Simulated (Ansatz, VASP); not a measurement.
This is a calculation of O for VASP 6.6.1.

INCAR

```
PREC = Accurate
ENCUT = 520
EDIFF = 1E-6
ISMEAR = -1
SIGMA = 0.05
LREAL = F
LASPH = T
NELM = 80
ALGO = Normal
ISIF = 2
LWAVE = F
LCHARG = T
GGA = CA
LELF = T
LVHAR = T
NBANDS = 13
```

Contents of KPOINTS:

```
Automatic mesh
0
Gamma
  10 10 7
```

File POSCAR:

```
O
1.0
    2.8322653448     -1.6512584499      0.0000000000
    2.8322653448      1.6512584499      0.0000000000
   -2.3784205071      0.0000000000      3.6225725980
O
2
Direct
    0.9745461700      0.9745461700      0.8444259800
    0.0254538300      0.0254538300      0.1555740200
```

Potentials or basis: VASP PAW LDA potentials, release 64 (O).

The run is started by

```console
$ cat potpaw_LDA.64/O/POTCAR > POTCAR
$ mpirun -np 1 vasp_std > vasp.out
```

**Question.** Set up the same calculation for Ansatz 0.2.0. Potentials there: all-electron LAPW, scalar-relativistic.

**Answer.** As run (the cutoff follows the program's own potentials):

input.yaml

```yaml
crystal:
  lattice:
    - [2.8322653448, -1.6512584499, 0.0]
    - [2.8322653448, 1.6512584499, 0.0]
    - [-2.3784205071, 0.0, 3.622572598]
  atoms:
    - { symbol: O, position: [0.97454617, 0.97454617, 0.84442598] }
    - { symbol: O, position: [0.02545383, 0.02545383, 0.15557402] }
kpoints:
  mp_grid: { grid: [10, 10, 7] }
scf:
  occupations: { method: fermi_dirac, width: 0.05 }
hamiltonian:
  xc: lda
  pseudopotentials: { kind: all_electron, lapw: { basis_error: 0.001 } }
output:
  forces: true
  stress: true
  eigenvalues: true
```

Potentials or basis: all-electron LAPW, scalar-relativistic.

Command:

```bash
$ ansatz run input.yaml --threads 1 --pin off --max-ram 3072MiB --backend cpu --events-out ev --progress --plain --runs-dir out
```

Both were run:

|  | VASP | Ansatz | Ansatz less VASP |
| --- | --- | --- | --- |
| gap on the k mesh at the Fermi level (eV) | none | none | - |
| pressure (GPa) | -3.1 | -5.3 | -2.25 |
| traceless stress, the component that is largest in VASP (GPa) | -2.75 | -0.22 | +2.530 |
| rms of the force components (eV/Å) | 0.362 | 0.433 | +0.0707 |

LDA's correlation is that of Perdew and Zunger in VASP and of Perdew and Wang (1992) in Ansatz. Atom by atom the forces differ by 0.774 eV/Å (rms over components). A gap of «none» marks a metal or a gap that the smearing closes. Ansatz ran all-electron here, and VASP with PAW potentials.

Noted on VASP's run: the standard files for N, O and F lose accuracy on very short bonds; spin is off for a triplet molecule. Noted on Ansatz's run: spin is off for a triplet molecule.
